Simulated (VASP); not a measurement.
Crystal: SnGe2.

```
Ge Sn
1.0
     4.12603    0.00000    0.00000
    -2.06301    3.57325    0.00000
     0.00000    0.00000   10.10667
Ge Sn
4 2
Direct
  0.66667 0.33333 0.54167
  0.33333 0.66667 0.20833
  0.33333 0.66667 0.45833
  0.66667 0.33333 0.79167
  0.00000 0.00000 0.87500
  0.00000 0.00000 0.12500
```

| Quantity | Value |
| --- | --- |
| Program | VASP 6.6.1 |
| Task | relaxation of cell and atoms |
| Functional | PBE |
| Potentials or basis | VASP PAW PBE potentials, release 64 (Ge_d, Sn_d) |
| Cutoff | 600 eV |
| k mesh | 6 × 6 × 2 |
| Occupations | fermi-dirac, width 0.02 eV |
| Spin | no spin polarisation |

At the start: pressure 9.0 GPa; volume 24.83 Å³/atom.

Task: How do energy, volume and symmetry change on relaxing?

Result: Over 23 steps the energy falls by 149.9 meV/atom and the volume is 28.02 Å³/atom (+12.8 %); space group P-3m1 (No. 164, to 0.1 Å) before and after.

The path:
```csv
step,energy change (eV),largest force (eV/Å),pressure (GPa),volume (Å³)
1,0.0000,2.0106,9.00,149.01
2,-0.6668,0.6918,-2.83,181.17
3,-0.7449,0.8328,-0.61,171.72
4,-0.8190,0.4589,-0.45,170.57
5,-0.8431,0.5342,-0.21,169.49
6,-0.8875,0.2748,0.13,167.95
7,-0.8958,0.1021,0.44,166.89
8,-0.8991,0.0621,-0.12,168.50
9,-0.8991,0.0663,-0.03,168.36
10,-0.8991,0.0642,-0.03,168.41
11,-0.8991,0.0630,-0.05,168.45
12,-0.8995,0.0167,-0.06,168.38
13,-0.8995,0.0052,-0.05,168.36
14,-0.8996,0.0055,0.01,168.14
15,-0.8996,0.0072,0.03,168.10
16,-0.8996,0.0062,-0.01,168.13
17,-0.8996,0.0066,0.03,168.12
18,-0.8996,0.0067,-0.02,168.12
19,-0.8996,0.0014,0.08,168.06
20,-0.8996,0.0047,0.02,168.10
21,-0.8996,0.0011,0.02,168.11
22,-0.8996,0.0023,0.04,168.11
23,-0.8996,0.0048,0.01,168.12
```

Final structure:
```cif
data_structure
_symmetry_space_group_name_H-M 'P 1'
_symmetry_Int_Tables_number 1
_cell_length_a 4.3063
_cell_length_b 4.3063
_cell_length_c 10.4681
_cell_angle_alpha 90.000
_cell_angle_beta 90.000
_cell_angle_gamma 120.000
_cell_volume 168.12
loop_
_atom_site_label
_atom_site_type_symbol
_atom_site_fract_x
_atom_site_fract_y
_atom_site_fract_z
_atom_site_occupancy
Ge1 Ge 0.66667 0.33333 0.53497 1
Ge2 Ge 0.33333 0.66667 0.22632 1
Ge3 Ge 0.33333 0.66667 0.46503 1
Ge4 Ge 0.66667 0.33333 0.77368 1
Sn1 Sn 0.00000 0.00000 0.86285 1
Sn2 Sn 0.00000 0.00000 0.13715 1
```
